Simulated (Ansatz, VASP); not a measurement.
## Pt: VASP beside Ansatz

The input INCAR:

```
SYSTEM = Pt
ALGO     = Fast           ! electronic algorithm
EDIFF    = 1E-7           ! SCF threshold, eV
ENCUT    = 520            ! plane-wave cutoff, eV
GGA      = PE             ! functional
ISIF     = 2              ! what is computed and relaxed
ISMEAR   = 0              ! smearing method
LASPH    = .True.         ! aspherical terms in the spheres
LCHARG   = .False.        ! write CHGCAR
LREAL    = .False.        ! projectors in reciprocal space
LWAVE    = .False.        ! write WAVECAR
NBANDS   = 11             ! bands
NELM     = 80             ! most SCF steps
PREC     = Accurate       ! precision mode
SIGMA    = 0.15           ! smearing width, eV
```

The input KPOINTS:

```
k-points
0
Gamma
  22 22 22
  0 0 0
```

The input POSCAR:

```
Pt
1.0
   -1.7109576000      1.7109576000      1.5208512000
    1.7109576000     -1.7109576000      1.5208512000
    1.7109576000      1.7109576000     -1.5208512000
Pt
1
Direct
    0.0000000000      0.0000000000      0.0000000000
```

Input for Ansatz:

```yaml
crystal:
  lattice:
    - [-1.7109576, 1.7109576, 1.5208512]
    - [1.7109576, -1.7109576, 1.5208512]
    - [1.7109576, 1.7109576, -1.5208512]
  atoms:
    - { symbol: Pt, position: [0.0, 0.0, 0.0] }
basis:
  ecutwfc: 420
kpoints:
  mp_grid: { grid: [22, 22, 22] }
hamiltonian:
  xc: pbe
scf:
  occupations: { method: gaussian, width: 0.15 }
output:
  forces: true
  stress: true
  eigenvalues: true
  write_density: true
  write_potential: true
  elf: true
  volumetric_format: npy
```

Change from the starting cell: strain +0.080 along x and y, -0.040 along z, atoms carried along.

Alike in both runs: task single point; functional PBE; k mesh 22 × 22 × 22; occupations gaussian, width 0.15 eV; no spin polarisation.

|  | VASP | Ansatz |
| --- | --- | --- |
| version | VASP 6.6.1 | Ansatz 0.2.0 |
| potentials or method | VASP PAW PBE potentials, release 64 (Pt), cutoff 520 eV | scalar-relativistic, plane waves, PAW |
| valence electrons in the cell | 10 | 18 |

|  | VASP | Ansatz | Ansatz less VASP |
| --- | --- | --- | --- |
| gap on the k mesh at the Fermi level (eV) | none | none | - |
| pressure (GPa) | -21.1 | -20.8 | +0.28 |
| traceless stress, the component that is largest in VASP (GPa) | -5.11 | -5.18 | -0.069 |

A gap of «none» marks a metal or a gap that the smearing closes. VASP's potentials hold 10 valence electrons a cell and Ansatz's 18, so a difference there can come from the potentials and not from the codes.

Neither program's run includes spin-orbit coupling.
